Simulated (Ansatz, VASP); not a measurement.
**InSb3: VASP beside Ansatz**

Contents of INCAR:

```
PREC = Accurate
ENCUT = 520
EDIFF = 1E-6
ISMEAR = 0
SIGMA = 0.15
LREAL = False
LASPH = True
NELM = 100
ALGO = Normal
ISIF = 2
LWAVE = False
LCHARG = False
GGA = PE
NBANDS = 22
```

File KPOINTS:

```
regular mesh
0
Gamma
  8 8 8
```

File POSCAR:

```
InSb3
1.0
    4.7175854470      0.1124036941      0.1124036941
    0.1124036941      4.7175854470      0.1124036941
    0.1124036941      0.1124036941      4.7175854470
In Sb
1 3
Direct
    0.0000000000      0.0000000000      0.0000000000
    0.5000000000      0.0000000000      0.5000000000
    0.0000000000      0.5000000000      0.5000000000
    0.5000000000      0.5000000000      0.0000000000
```

Input for Ansatz:

```yaml
crystal:
  lattice:
    - [4.717585447, 0.1124036941, 0.1124036941]
    - [0.1124036941, 4.717585447, 0.1124036941]
    - [0.1124036941, 0.1124036941, 4.717585447]
  atoms:
    - { symbol: In, position: [0.0, 0.0, 0.0] }
    - { symbol: Sb, position: [0.5, 0.0, 0.5] }
    - { symbol: Sb, position: [0.0, 0.5, 0.5] }
    - { symbol: Sb, position: [0.5, 0.5, 0.0] }
basis:
  ecutwfc: 420
kpoints:
  mp_grid: { grid: [8, 8, 8] }
hamiltonian:
  xc: pbe
  pseudopotentials: { kind: paw, azcp: { folder: soft_1 } }
scf:
  occupations: { method: gaussian, width: 0.15 }
output:
  forces: true
  stress: true
  eigenvalues: true
```

Change from the starting cell: equal engineering shear yz, xz and xy +0.0467, equal normal strain along x, y and z -0.0200.

Alike in both runs: task single point; functional PBE; k mesh 8 × 8 × 8; occupations gaussian, width 0.15 eV; no spin polarisation.

|  | VASP | Ansatz |
| --- | --- | --- |
| version | VASP 6.6.1 | Ansatz 0.2.0 |
| potentials or method | VASP PAW PBE potentials, release 64 (In_d, Sb), cutoff 520 eV | scalar-relativistic, plane waves, PAW |
| valence electrons in the cell | 28 | 58 |

|  | VASP | Ansatz | Ansatz less VASP |
| --- | --- | --- | --- |
| gap on the k mesh at the Fermi level (eV) | none | none | - |
| pressure (GPa) | 3.9 | 3.9 | +0.09 |
| traceless stress, the component that is largest in VASP (GPa) | -1.13 | -1.13 | +0.002 |

A gap of «none» marks a metal or a gap that the smearing closes. With one functional, cell and mesh, what is left measures potentials, basis and numerics. VASP's potentials hold 28 valence electrons a cell and Ansatz's 58, so a difference there can come from the potentials and not from the codes.

Spin-orbit coupling is off throughout.
